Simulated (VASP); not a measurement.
Set up this calculation in VASP 6.6.1, as the native input.

- Task: single point
- Functional: PBE
- Potentials or basis: VASP PAW PBE potentials, release 64 (Se, Te, Sr_sv)
- Cutoff: 520 eV
- k mesh: 6 × 6 × 6
- Occupations: fermi-dirac, width 0.02 eV
- Spin: no spin polarisation
- Dipole correction: no
- Further INCAR settings: ALGO = Normal; EDIFF = 1e-06; NBANDS = 24

The structure of Sr2TeSe lies in POSCAR:

```
Sr2TeSe
1.0
    2.2915400621      1.3230212717      7.5121134930
   -2.2915400621      1.3230212717      7.5121134930
    0.0000000000     -2.6460425434      7.5121134930
Se Te Sr
1 1 2
Direct
    1.0000000000      0.0000000000      0.0000000000
    0.5000000000      0.5000000000      0.5000000000
    0.2550423457      0.2550423457      0.2550423457
    0.7449576543      0.7449576543      0.7449576543
```

One way to write it, as run:

INCAR

```
  ALGO = Normal
  EDIFF = 1E-6
  ENCUT = 520
  GGA = PE
  ISIF = 2
  ISMEAR = -1
  LASPH = T
  LCHARG = F
  LREAL = F
  LWAVE = F
  NBANDS = 24
  NELM = 100
  PREC = Accurate
  SIGMA = 0.02
```

KPOINTS

```
k-points
0
Gamma
  6 6 6
```

Potentials or basis: VASP PAW PBE potentials, release 64 (Se, Te, Sr_sv).

Command:

```bash
$ cat potpaw_PBE.64/Se/POTCAR potpaw_PBE.64/Te/POTCAR potpaw_PBE.64/Sr_sv/POTCAR > POTCAR
$ mpirun -np 1 vasp_std > vasp.out
```

Results of the run:

```
Pressure               : 0.4 GPa
Band gap on the k mesh : 1.78 eV (least direct gap 2.42 eV)
```

Caveat: spin-orbit coupling is left out, which moves the levels of the heavy elements.

It took 110 s on 1 thread of Intel(R) Xeon(R) 6975P-C (Granite Rapids), on a shared host, peak memory 0.53 GiB.
